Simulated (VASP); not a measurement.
Input of a VASP 6.6.1 run:

INCAR

```
PREC = Accurate
ENCUT = 520
EDIFF = 1E-8
ISMEAR = -1
SIGMA = 0.08
LREAL = False
LASPH = True
NELM = 80
ALGO = Normal
ISIF = 2
LWAVE = False
LCHARG = False
GGA = PE
LEFG = True
NBANDS = 15
```

File KPOINTS:

```
regular mesh
0
Gamma
  17 17 10
```

POSCAR

```
Fe
1.0
    2.4661896480      0.0000000000      0.0000000000
   -1.2330948240      2.1357828857      0.0000000000
    0.0000000000      0.0000000000      3.8924920371
Fe
2
Direct
    0.3333333333      0.6666666667      0.2500000000
    0.6666666667      0.3333333333      0.7500000000
```

Potentials or basis: VASP PAW PBE potentials, release 64 (Fe).

The run is started by

```sh
$ cat potpaw_PBE.64/Fe/POTCAR > POTCAR
$ mpirun -np 1 vasp_std > vasp.out
```

Task: Estimate the band gap on the k mesh.

Result: Zero (band 8 reaches 7.66 eV, above the bottom of band 9 at 5.86 eV).

Task: Estimate the pressure.

Result: -1.9 GPa.

Stress tensor (GPa, compression positive):
```
-2.07  0.00  0.00
 0.00 -2.07  0.00
 0.00  0.00 -1.47
```

Caveat: without QUAD_EFG the Cq values of the log hold for a quadrupole moment of 1 mb, not for the nuclei; the run has no spin polarisation, though such a crystal can be magnetic. Spin polarisation is off, so any magnetic state and its effect on volume and gap are missing.
